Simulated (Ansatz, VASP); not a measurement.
# GaN in VASP and in Ansatz

File POSCAR:

```
GaN
1.0
    0.0000000000      2.2535006075      2.2535006075
    2.2535006075      0.0000000000      2.2535006075
    2.2535006075      2.2535006075      0.0000000000
Ga N
1 1
Direct
    0.0332815530      0.0332815530     -0.0803487767
    0.7500000000      0.7500000000      0.7500000000
```

The input INCAR.step1:

```
ALGO = Normal
EDIFF = 1E-5
ENCUT = 910
GGA = PE
GGA_COMPAT = F
ISMEAR = 0
LASPH = T
LCHARG = F
LREAL = F
LWAVE = T
NBANDS = 16
NELM = 120
PREC = Accurate
SIGMA = 0.05
```

INCAR.step2

```
ALGO = Normal
EDIFF = 1E-6
ENCUT = 910
GGA_COMPAT = F
ISIF = 2
ISMEAR = 0
ISTART = 1
LASPH = T
LCHARG = F
LMIXTAU = T
LREAL = F
LWAVE = F
METAGGA = R2SCAN
NBANDS = 16
NELM = 120
PREC = Accurate
SIGMA = 0.05
```

KPOINTS

```
k-points
0
Gamma
  10 10 10
```

Input for Ansatz:

```yaml
crystal:
  lattice:
    - [0.0, 2.2535006075, 2.2535006075]
    - [2.2535006075, 0.0, 2.2535006075]
    - [2.2535006075, 2.2535006075, 0.0]
  atoms:
    - { symbol: Ga, position: [0.033281553, 0.033281553, -0.0803487767] }
    - { symbol: "N", position: [0.75, 0.75, 0.75] }
basis:
  ecutwfc: 500
kpoints:
  mp_grid: { grid: [10, 10, 10] }
hamiltonian:
  xc: r2scan
scf:
  occupations: { method: gaussian, width: 0.05 }
output:
  forces: true
  stress: true
  eigenvalues: true
  write_density: true
  write_potential: true
  elf: true
  volumetric_format: npy
```

Alike in both runs: task single point; functional r2SCAN; k mesh 10 × 10 × 10; occupations gaussian, width 0.05 eV; no spin polarisation.

```csv
,VASP,Ansatz
version,VASP 6.6.1,Ansatz 0.2.0
potentials or method,"VASP PAW PBE potentials, release 64 (Ga_d, N_h), cutoff 910 eV","scalar-relativistic, plane waves, PAW"
valence electrons in the cell,18,18
```

VASP gave:

* gap on the k mesh at the Fermi level (eV): 1.83
* least direct gap on the mesh (eV): 1.83
* rms of the force components (eV/Å): 0.966

**Question.** What did Ansatz give for the same quantities?

**Answer.** gap on the k mesh at the Fermi level (eV): 1.83; least direct gap on the mesh (eV): 1.83; rms of the force components (eV/Å): 0.944.

VASP's potentials were made for PBE, not for r2SCAN. Atom by atom the forces differ by 0.022 eV/Å (rms over components). With one functional, cell and mesh, what is left measures potentials, basis and numerics.

Noted on VASP's run: the cutoff is short for stress, so the pressure is rough.
